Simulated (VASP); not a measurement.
CuI (Marshite): single point with PBEsol+D3(BJ)

CuI (Marshite):

```
CELL_PARAMETERS angstrom
4.02290 0.00000 0.00000
0.00000 4.02290 0.00000
0.00000 0.00000 5.65060
ATOMIC_POSITIONS crystal
Cu 0.00000 0.00000 0.00000
Cu 0.50000 0.50000 0.00000
I 0.00000 0.50000 0.29130
I 0.50000 0.00000 0.70870
```

```json
{
 "Program": "VASP 6.6.1",
 "Task": "single point",
 "Functional": "PBEsol",
 "Dispersion": "D3(BJ)",
 "Potentials or basis": "VASP PAW PBE potentials, release 64 (Cu, I)",
 "Cutoff": "520 eV",
 "k mesh": "4 × 4 × 4",
 "Occupations": "methfessel-paxton, width 0.1 eV",
 "Spin": "no spin polarisation",
 "Dipole correction": "no",
 "Further INCAR settings": "ALGO = Normal; EDIFF = 1e-07; NBANDS = 26"
}
```

```json
{
  "Pressure": "0.2 GPa",
  "Largest force": "0.045 eV/Å",
  "Band gap on the k mesh": "1.45 eV, direct",
  "Dispersion energy per atom": "-0.385 eV"
}
```

Forces in eV/Å, atoms in the order of the input:
```
Cu   0.000  0.000  0.000
Cu   0.000  0.000  0.000
I    0.000  0.000 -0.045
I    0.000  0.000  0.045
```

Stress tensor (GPa, compression positive):
```
-0.21  0.00  0.00
 0.00 -0.21  0.00
 0.00  0.00  0.88
```

Levels at points of the mesh, in eV from the valence-band top:
| k point | band 16 | band 17 | band 18 | band 19 | band 20 | band 21 |
| --- | --- | --- | --- | --- | --- | --- |
| (0.00, 0.00, 0.00) | -1.30 | 0.00 | 0.00 | 1.45 | 2.44 | 3.07 |
| (0.50, 0.00, 0.00) | -1.60 | -0.90 | -0.90 | 3.81 | 3.81 | 4.28 |
| (0.50, 0.50, 0.00) | -2.07 | -1.58 | -1.58 | 2.07 | 2.07 | 2.14 |
| (0.00, 0.00, 0.50) | -1.61 | -0.90 | -0.90 | 3.05 | 3.35 | 3.46 |
| (0.50, 0.00, 0.50) | -0.87 | -0.78 | -0.78 | 2.00 | 2.00 | 5.19 |
| (0.50, 0.50, 0.50) | -2.18 | -1.38 | -1.38 | 4.51 | 4.51 | 4.75 |

Run time: 66 s on 1 thread of Oxide Virtual Turin-like Processor, on a shared host, peak memory 0.17 GiB.

Caveat: three body term missing; the PAW data sets were made with another functional, which shifts forces and pressure a little; spin-orbit coupling is left out, which moves the levels of the heavy elements.
